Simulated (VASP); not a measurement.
**CdSe (rocksalt type): single point with PBEsol**

Crystal: CdSe (rocksalt type).

```
Cd Se
1.0
     0.00000    2.75646    2.75646
     2.75646    0.00000    2.75646
     2.75646    2.75646    0.00000
Cd Se
1 1
Direct
  0.00000 0.00000 0.00000
  0.50000 0.50000 0.50000
```

```yaml
Program: VASP 6.6.1
Task: single point
Functional: PBEsol
Potentials_or_basis: VASP PAW PBE potentials, release 64 (Cd, Se)
Cutoff: 520 eV
k_mesh: 12 × 12 × 12
Occupations: fermi-dirac, width 0.05 eV
Spin: collinear spin, ferromagnetic start
Starting_moments: "[0.2, 0.2] μB"
```

```json
{"Pressure": "5.7 GPa", "Band gap on the k mesh": "zero (filled and empty bands overlap)", "Net moment": "0.00 μB per cell", "Valence electrons inside the program's atomic spheres": "Cd 10.29; Se 3.87"}
```

Levels at points of the mesh, in eV from the Fermi level:
Spin up:
```
           k point  band 7  band 8  band 9  band 10  band 11  band 12
(0.00, 0.00, 0.00)   -0.86   -0.86   -0.86     0.47     8.65     8.65
(0.50, 0.00, 0.00)   -5.63   -0.04   -0.04     2.78     5.11     5.11
(0.50, 0.50, 0.00)   -5.01   -2.60   -2.60    -0.60     5.16    10.49
```
Spin down:
```csv
k point,band 5,band 6,band 7,band 8,band 9,band 10,band 11,band 12,band 13,band 14
"(0.00, 0.00, 0.00)",-8.17,-8.17,-0.86,-0.86,-0.86,0.47,8.65,8.65,8.65,9.87
"(0.50, 0.00, 0.00)",-7.97,-7.97,-5.63,-0.04,-0.04,2.78,5.11,5.11,6.83,11.58
"(0.50, 0.50, 0.00)",-7.90,-7.20,-5.01,-2.60,-2.60,-0.60,5.16,10.49,11.11,11.11
```

It took 50 s on 1 thread of Intel(R) Xeon(R) 6975P-C (Granite Rapids) (shared host), peak memory 0.24 GiB.

Caveat: the PAW data sets were made with another functional, which shifts forces and pressure a little.
